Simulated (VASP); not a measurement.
# MoSe (P6_3/mmc) in VASP: further runs

The runs below take MoSe through relaxation of shape and atoms at fixed volume, with PBE.

All numbers are computed with VASP 6.6.1; they aren't measurements. Logs are shortened: lines on timing, memory, paths and dates and some standing lists are left out, and cuts for length are marked.

## (1) The cell of the first run

It takes space group P6_3/mmc (No. 194, hexagonal). Conventional cell: a = 4.179 Å, b = 4.179 Å, c = 5.183 Å, α = 90.00°, β = 90.00°, γ = 120.00°. Within 3.4 Å of Mo (site symmetry -3m) lie 2 Mo at 2.59 Å and 6 Se at 2.74 Å. Within 3.6 Å of Se (site symmetry -6m2) lie 6 Mo at 2.74 Å and 6 Se at 3.54 Å.

## (2) Relaxation of shape and atoms at fixed volume, PBE, collinear spin (19.60 Å³/atom)

File INCAR:

```
SYSTEM = MoSe
  ALGO = Fast
  EDIFF = 1E-7
  EDIFFG = -0.01
  ENCUT = 600
  GGA = PE
  IBRION = 2
  ISIF = 4
  ISMEAR = 0
  ISPIN = 2
  LASPH = .TRUE.
  LCHARG = .FALSE.
  LMAXMIX = 4
  LORBIT = 11
  LREAL = .FALSE.
  LWAVE = .FALSE.
  MAGMOM = 0.05 0.05 0 0
  NELM = 150
  NSW = 60
  PREC = Accurate
  SIGMA = 0.05
```

File KPOINTS:

```
k-points
0
G
  10 10 6
  0 0 0
```

File POSCAR:

```
MoSe
1.0
    4.1788265348      0.0000000000      0.0000000000
   -2.0894132674      3.6189699371      0.0000000000
    0.0000000000      0.0000000000      5.1828221183
Mo Se
2 2
Direct
    0.0000000000      0.0000000000      0.0000000000
    0.0000000000      0.0000000000      0.5000000000
    0.3333333333      0.6666666667      0.2500000000
    0.6666666667      0.3333333333      0.7500000000
```

Potentials or basis: VASP PAW PBE potentials, release 64 (Mo_sv, Se).

Run with:

```
$ cat potpaw_PBE.64/Mo_sv/POTCAR potpaw_PBE.64/Se/POTCAR > POTCAR
$ mpirun -np 1 vasp_std > vasp.out
```

OUTCAR:

```text
SYSTEM = MoSe
   EDIFF = 1E-7
   EDIFFG = -0.01
   ENCUT = 600
   GGA = PE
   IBRION = 2
   ISIF = 4
   ISMEAR = 0
   ISPIN = 2
   LASPH = .TRUE.
   LORBIT = 11
   LREAL = .FALSE.
   NELM = 150
   NSW = 60
   PREC = Accurate

 ion  position               nearest neighbor table
   1  0.000  0.000  0.000-   2 2.59   2 2.59   4 2.74   3 2.74   3 2.74   4 2.74   4 2.74   3 2.74

   2  0.000  0.000  0.500-   1 2.59   1 2.59   4 2.74   3 2.74   3 2.74   4 2.74   4 2.74   3 2.74

   3  0.333  0.667  0.250-   1 2.74   2 2.74   1 2.74   2 2.74   1 2.74   2 2.74
   4  0.667  0.333  0.750-   1 2.74   2 2.74   1 2.74   2 2.74   1 2.74   2 2.74

  LATTYP: Found a hexagonal cell.
 ALAT       =     4.1788265348
 C/A-ratio  =     1.2402577793

  Lattice vectors:

 A1 = (   4.1788265348,   0.0000000000,   0.0000000000)
 A2 = (  -2.0894132674,   3.6189699371,   0.0000000000)
 A3 = (   0.0000000000,   0.0000000000,   5.1828221183)

Analysis of symmetry for initial positions (statically):
=====================================================================
 Subroutine PRICEL returns:
 Original cell was already a primitive cell.

 Routine SETGRP: Setting up the symmetry group for a
 hexagonal supercell.

 Subroutine GETGRP returns: Found 24 space group operations
 (whereof 12 operations were pure point group operations)
 out of a pool of 24 trial point group operations.

The static configuration has the point symmetry D_3d.
 The point group associated with its full space group is D_6h.

Analysis of symmetry for dynamics (positions and initial velocities):
=====================================================================
 Subroutine PRICEL returns:
 Original cell was already a primitive cell.

 Routine SETGRP: Setting up the symmetry group for a
 hexagonal supercell.

 Subroutine GETGRP returns: Found 24 space group operations
 (whereof 12 operations were pure point group operations)
 out of a pool of 24 trial point group operations.

The dynamic configuration has the point symmetry D_3d.
 The point group associated with its full space group is D_6h.

Analysis of structural, dynamic, and magnetic symmetry:
=====================================================================
 Subroutine PRICEL returns:
 Original cell was already a primitive cell.

 Routine SETGRP: Setting up the symmetry group for a
 hexagonal supercell.

 Subroutine GETGRP returns: Found 24 space group operations
 (whereof 12 operations were pure point group operations)
 out of a pool of 24 trial point group operations.

The overall configuration has the point symmetry D_3d.
 The point group associated with its full space group is D_6h.

 Subroutine INISYM returns: Found 24 space group operations
 (whereof 12 operations are pure point group operations),
 and found     1 'primitive' translations

----------------------------------------------------------------------------------------

                                     Primitive cell

  volume of cell :      78.3801

  direct lattice vectors                    reciprocal lattice vectors
     4.178826535  0.000000000  0.000000000     0.239301630  0.138160860  0.000000000
    -2.089413267  3.618969937  0.000000000     0.000000000  0.276321721  0.000000000
     0.000000000  0.000000000  5.182822118     0.000000000  0.000000000  0.192945075

  length of vectors
     4.178826535  4.178826535  5.182822118     0.276321721  0.276321721  0.192945075

  position of ions in fractional coordinates (direct lattice)
     0.000000000  0.000000000  0.000000000
     0.000000000  0.000000000  0.500000000
     0.333333333  0.666666667  0.250000000
     0.666666667  0.333333333  0.750000000

  ion indices of the primitive-cell ions
[... 113 lines left out ...]
  volume of cell :       78.38
 maximum number of plane-waves:      2648
 NGX is ok and might be reduce to    36
   NGX = 17   NGY = 17   NGZ = 21

--------------------------------------- Ionic step        1  -------------------------------------------

 number of electron      39.9999999 magnetization       0.0209794

 number of electron      39.9999999 magnetization      -0.0018668

 Free energy of the ion-electron system (eV)
  ---------------------------------------------------
  ext. energy  EPLUGINS =         0.00000000
  ---------------------------------------------------
  free energy    TOTEN  =       -28.40363387 eV

  energy without entropy =      -28.39705585  energy(sigma->0) =      -28.40034486

------------------------ aborting loop because EDIFF is reached ----------------------------------------

  FORCE on cell =-STRESS in cart. coord.  units (eV):
  Direction    XX          YY          ZZ          XY          YZ          ZX
  --------------------------------------------------------------------------------------
  -------------------------------------------------------------------------------------
  Total       -3.7624758     -3.7624758     -4.2515433     -0.0000000      0.0000000     -0.0000000
  in kB      -76.9092684    -76.9092684    -86.9063616     -0.0000000      0.0000000     -0.0000000
  external PRESSURE =     -80.2416328 kB  Pullay stress =       0.0000000 kB

 VOLUME and BASIS-vectors are now :
 -----------------------------------------------------------------------------
  energy-cutoff  :      600.00
  volume of cell :       78.38
      direct lattice vectors                 reciprocal lattice vectors
     4.178826535  0.000000000  0.000000000     0.239301630  0.138160860  0.000000000
    -2.089413267  3.618969937  0.000000000     0.000000000  0.276321721  0.000000000
     0.000000000  0.000000000  5.182822118     0.000000000  0.000000000  0.192945075

 POSITION                                       TOTAL-FORCE (eV/Angst)
 -----------------------------------------------------------------------------------
      0.00000      0.00000      0.00000         0.000000      0.000000      0.000000
      0.00000      0.00000      2.59141         0.000000      0.000000      0.000000
     -0.00000      2.41265      1.29571        -0.000000     -0.000000     -0.000000
      2.08941      1.20632      3.88712        -0.000000      0.000000      0.000000
 -----------------------------------------------------------------------------------
    total drift:                               -0.000000      0.000000     -0.000000

  FREE ENERGIE OF THE ION-ELECTRON SYSTEM (eV)
  ---------------------------------------------------
  free  energy   TOTEN  =       -28.4036338706 eV

  energy  without entropy=      -28.3970558539  energy(sigma->0) =      -28.40034486

--------------------------------------- Ionic step        2  -------------------------------------------

 number of electron      39.9999999 magnetization       0.0014272

 Free energy of the ion-electron system (eV)
  ---------------------------------------------------
  ext. energy  EPLUGINS =         0.00000000
  ---------------------------------------------------
  free energy    TOTEN  =       -28.40462223 eV

  energy without entropy =      -28.39796456  energy(sigma->0) =      -28.40129340

 E-fermi :   8.0957     XC(G=0): -11.1849

 val. band max:        8.0876855239   @ k =   0.3000   0.1000   0.1667
 cond. band min:       8.1030036321   @ k =   0.4000   0.0000   0.1667
 fundamental gap:      0.0153181082
 Fermi energy:         8.0956877447

 spin component 1

 k-point     1 :       0.0000    0.0000    0.0000
  band No.  band energies     occupation
      1     -53.1854      1.00000
      2     -52.9759      1.00000
      3     -28.0407      1.00000
      4     -27.2620      1.00000
      5     -27.2620      1.00000
      6     -27.0710      1.00000
[... 637 lines left out ...]
     23       9.3248      0.00000
     24       9.8622      0.00000

 [... further k-points ...]

 spin component 2

 k-point     1 :       0.0000    0.0000    0.0000
  band No.  band energies     occupation
      1     -53.1850      1.00000
      2     -52.9754      1.00000
      3     -28.0405      1.00000
      4     -27.2613      1.00000
      5     -27.2613      1.00000
      6     -27.0703      1.00000
[... 637 lines left out ...]
     23       9.3252      0.00000
     24       9.8647      0.00000

 [... further k-points ...]

------------------------ aborting loop because EDIFF is reached ----------------------------------------

  FORCE on cell =-STRESS in cart. coord.  units (eV):
  Direction    XX          YY          ZZ          XY          YZ          ZX
  --------------------------------------------------------------------------------------
  -------------------------------------------------------------------------------------
  Total       -3.8460031     -3.8460031     -3.8576433      0.0000000      0.0000000      0.0000000
  in kB      -78.6166605    -78.6166605    -78.8545988      0.0000000      0.0000000      0.0000000
  external PRESSURE =     -78.6959733 kB  Pullay stress =       0.0000000 kB

 VOLUME and BASIS-vectors are now :
 -----------------------------------------------------------------------------
  energy-cutoff  :      600.00
  volume of cell :       78.38
      direct lattice vectors                 reciprocal lattice vectors
     4.187058981 -0.000000000 -0.000000000     0.238831123  0.137889213  0.000000000
    -2.093529491  3.626099445  0.000000000     0.000000000  0.275778427  0.000000000
     0.000000000  0.000000000  5.162461592     0.000000000 -0.000000000  0.193706042

 POSITION                                       TOTAL-FORCE (eV/Angst)
 -----------------------------------------------------------------------------------
      0.00000     -0.00000      0.00000        -0.000000      0.000000     -0.000000
      0.00000     -0.00000      2.58123         0.000000      0.000000     -0.000000
     -0.00000      2.41740      1.29062        -0.000000     -0.000000     -0.000000
      2.09353      1.20870      3.87185         0.000000      0.000000      0.000000
 -----------------------------------------------------------------------------------
    total drift:                               -0.000000      0.000000     -0.000000

  FREE ENERGIE OF THE ION-ELECTRON SYSTEM (eV)
  ---------------------------------------------------
  free  energy   TOTEN  =       -28.4046222324 eV

  energy  without entropy=      -28.3979645636  energy(sigma->0) =      -28.40129340

 reached required accuracy - stopping structural energy minimisation

 total charge

# of ion       s       p       d       tot
------------------------------------------
    1        2.251   6.112   4.026  12.389
    2        2.251   6.112   4.026  12.389
    3        1.433   2.315   0.075   3.823
    4        1.433   2.315   0.075   3.823
--------------------------------------------------
tot          7.368  16.853   8.203  32.424

 magnetization (x)

# of ion       s       p       d       tot
------------------------------------------
    1        0.000   0.000   0.001   0.001
    2        0.000   0.000   0.001   0.001
    3       -0.000  -0.000   0.000  -0.000
    4       -0.000  -0.000   0.000  -0.000
--------------------------------------------------
tot          0.000  -0.000   0.002   0.001
```

It took 20 min on 1 thread of Oxide Virtual Turin-like, shared host; peak memory 0.36 GiB.

What came out:

| Property | Result |
| --- | --- |
| Free energy | -28.4046 eV |
| Energy gained by relaxing | 0.2 meV/atom |
| Ionic steps | 2 |
| Pressure after relaxing | -7.9 GPa |
| Band gap on the k mesh | zero (filled and empty bands overlap) |
| Net moment | 0.00 μB per cell |
| Valence electrons inside the program's atomic spheres | Mo 12.39; Se 3.82 |

Step by step:
| step | energy change (eV) | largest force (eV/Å) | pressure (GPa) | volume (Å³) |
| --- | --- | --- | --- | --- |
| 1 | 0.0000 | 0.0000 | -8.02 | 78.38 |
| 2 | -0.0010 | 0.0000 | -7.87 | 78.38 |

Final structure:
```
Mo Se
1.0
     4.18706    0.00000    0.00000
    -2.09353    3.62610    0.00000
     0.00000    0.00000    5.16246
Mo Se
2 2
Direct
  0.00000 0.00000 0.00000
  0.00000 0.00000 0.50000
  0.33333 0.66667 0.25000
  0.66667 0.33333 0.75000
```

## (3) Relaxation of shape and atoms at fixed volume, PBE, collinear spin (20.14 Å³/atom)

This run uses another cell than the first one, of 20.14 Å³/atom.

File INCAR:

```
SYSTEM = MoSe
PREC = Accurate
ENCUT = 600
EDIFF = 1E-7
ISMEAR = 0
SIGMA = 0.05
LREAL = .False.
LASPH = .True.
NELM = 150
ALGO = Fast
ISIF = 4
LWAVE = .False.
LCHARG = .False.
ISPIN = 2
MAGMOM = 0.08 0.08 0 0
LORBIT = 11
LMAXMIX = 4
GGA = PE
IBRION = 2
NSW = 60
EDIFFG = -0.01
```

File KPOINTS:

```
Automatic mesh
0
Gamma
  10 10 6
  0 0 0
```

File POSCAR:

```
MoSe
1.0
    4.2271239754      0.0000000000      0.0000000000
   -2.1135619877      3.6607967476      0.0000000000
    0.0000000000      0.0000000000      5.2070761376
Mo Se
2 2
Direct
    0.0000000000      0.0000000000      0.0000000000
    0.0000000000      0.0000000000      0.5000000000
    0.3333333333      0.6666666667      0.2500000000
    0.6666666667      0.3333333333      0.7500000000
```

Potentials or basis: VASP PAW PBE potentials, release 64 (Mo_sv, Se).

Run with:

```
$ cat potpaw_PBE.64/Mo_sv/POTCAR potpaw_PBE.64/Se/POTCAR > POTCAR
$ mpirun -np 1 vasp_std > vasp.out
```

It took 16 min on 1 thread of Oxide Virtual Turin-like, shared host; peak memory 0.37 GiB.

Results (log left out):

```
Free energy                                           : -28.2800 eV
Energy gained by relaxing                             : 0.2 meV/atom
Ionic steps                                           : 2
Pressure after relaxing                               : -10.4 GPa
Net moment                                            : 0.18 μB per cell
Site moments                                          : Mo +0.08; Se -0.00 μB
Valence electrons inside the program's atomic spheres : Mo 12.35; Se 3.80
```

The path:
```csv
step,energy change (eV),largest force (eV/Å),pressure (GPa),volume (Å³)
1,0.0000,0.0000,-10.57,80.58
2,-0.0010,0.0000,-10.42,80.58
```

Final structure:
```
Mo Se
1.0
     4.23532    0.00000    0.00000
    -2.11766    3.66789    0.00000
     0.00000    0.00000    5.18695
Mo Se
2 2
Direct
  0.00000 0.00000 0.00000
  0.00000 0.00000 0.50000
  0.33333 0.66667 0.25000
  0.66667 0.33333 0.75000
```

Levels at points of the mesh, in eV from the Fermi level:
Spin up:
| k point | band 17 | band 18 | band 19 | band 20 | band 21 | band 22 | band 23 | band 24 |
| --- | --- | --- | --- | --- | --- | --- | --- | --- |
| (0.00, 0.00, 0.00) | -2.37 | -2.37 | -1.02 | -0.83 | -0.83 | 1.98 | 2.20 | 2.33 |
| (0.50, 0.00, 0.00) | -3.72 | -1.74 | -1.08 | 0.07 | 0.11 | 0.78 | 1.55 | 1.93 |
| (0.00, 0.00, 0.50) | -1.15 | -1.15 | -1.15 | -1.15 | -0.67 | -0.67 | 2.32 | 2.32 |
| (0.50, 0.00, 0.50) | -0.92 | -0.92 | -0.45 | -0.45 | -0.35 | -0.35 | 1.26 | 1.26 |
Spin down:
```tsv
k point	band 18	band 19	band 20	band 21	band 22	band 23
(0.00, 0.00, 0.00)	-2.37	-1.02	-0.74	-0.74	2.02	2.24
(0.50, 0.00, 0.00)	-1.69	-1.01	0.13	0.20	0.85	1.60
(0.00, 0.00, 0.50)	-1.11	-1.11	-1.11	-0.64	-0.64	2.37
(0.50, 0.00, 0.50)	-0.89	-0.39	-0.39	-0.26	-0.26	1.30
```
